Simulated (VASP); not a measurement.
Here is a VASP 6.6.1 calculation.

INCAR

```
ALGO = Normal
EDIFF = 1E-6
EDIFFG = -0.04
ENCUT = 600
GGA = PE
IBRION = 2
ISIF = 3
ISMEAR = 0
LASPH = T
LCHARG = F
LREAL = F
LWAVE = F
NELM = 100
NSW = 90
PREC = Accurate
SIGMA = 0.1
```

File KPOINTS:

```
k-points
0
Gamma
  4 4 4
```

Contents of POSCAR:

```
SnSe2
1.0
    3.9720407300      0.0000000000      0.0000000000
    0.0000000000      3.9720407300      0.0000000000
    0.0000000000      0.0000000000      6.1782552200
Sn Se
1 2
Direct
    0.0000000000      0.0000000000      0.0000000000
    0.0000000000      0.0000000000      0.6707556800
    0.0000000000      0.0000000000      0.3292443200
```

Potentials or basis: VASP PAW PBE potentials, release 64 (Sn_d, Se).

Run with:

```bash
$ cat potpaw_PBE.64/Sn_d/POTCAR potpaw_PBE.64/Se/POTCAR > POTCAR
$ mpirun -np 1 vasp_std > vasp.out
```

(1) Predict the space group after relaxing (to 0.1 Å).

(2) What does it give for the relaxed cell?

(3) Predict the relaxed volume.

## Answers

(1) P4/mmm (No. 123).

(2) a = 2.971 Å, b = 2.971 Å, c = 8.338 Å, α = 90.00°, β = 90.00°, γ = 90.00°.

(3) 24.53 Å³/atom.

Caveat: the k points lie up to 0.53 Å⁻¹ apart in the final cell, too coarse for converged energies and pressures of a metal; the volume moved by over 15 % at a fixed basis, so the end points are rough.
